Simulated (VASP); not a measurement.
Set up this calculation in VASP 6.6.1, as the native input.

* Task: single point
* Functional: LDA
* Potentials or basis: VASP PAW LDA potentials, release 64 (La, C)
* Cutoff: 520 eV
* k mesh: 8 × 8 × 8
* Occupations: fermi-dirac, width 0.05 eV
* Spin: no spin polarisation
* Dipole correction: no
* Further INCAR settings: ALGO = Normal; EDIFF = 1e-06; NBANDS = 16

The structure of LaC2 lies in POSCAR:

```
LaC2
1.0
    4.3053420089     -0.0000000105     -0.0000000137
    0.7106560457      4.2462851763     -0.0000000137
   -2.5079990184     -2.1231425754      2.7817577791
La C
1 2
Direct
    0.0000000000      0.0000000000      0.0000000000
    0.4030000000      0.4030000000      0.0000000000
    0.5970000000      0.5970000000      0.0000000000
```

One way to write it, as run:

INCAR

```
SYSTEM = LaC2
PREC = Accurate
ENCUT = 520
EDIFF = 1E-6
ISMEAR = -1
SIGMA = 0.05
LREAL = .False.
LASPH = .True.
NELM = 80
ALGO = Normal
ISIF = 2
LWAVE = .False.
LCHARG = .True.
GGA = CA
LELF = .True.
LVHAR = .True.
NBANDS = 16
```

KPOINTS

```
Automatic mesh
0
Gamma
  8 8 8
  0 0 0
```

Potentials or basis: VASP PAW LDA potentials, release 64 (La, C).

The run is started by

```sh
$ cat potpaw_LDA.64/La/POTCAR potpaw_LDA.64/C/POTCAR > POTCAR
$ mpirun -np 1 vasp_std > vasp.out
```

Results of the run:

* Pressure: -3.7 GPa
* Largest force: 0.857 eV/Å

Run time: 110 s on 1 thread of AMD EPYC 7R13 Processor (Zen 3), on a shared host, peak memory 0.16 GiB.
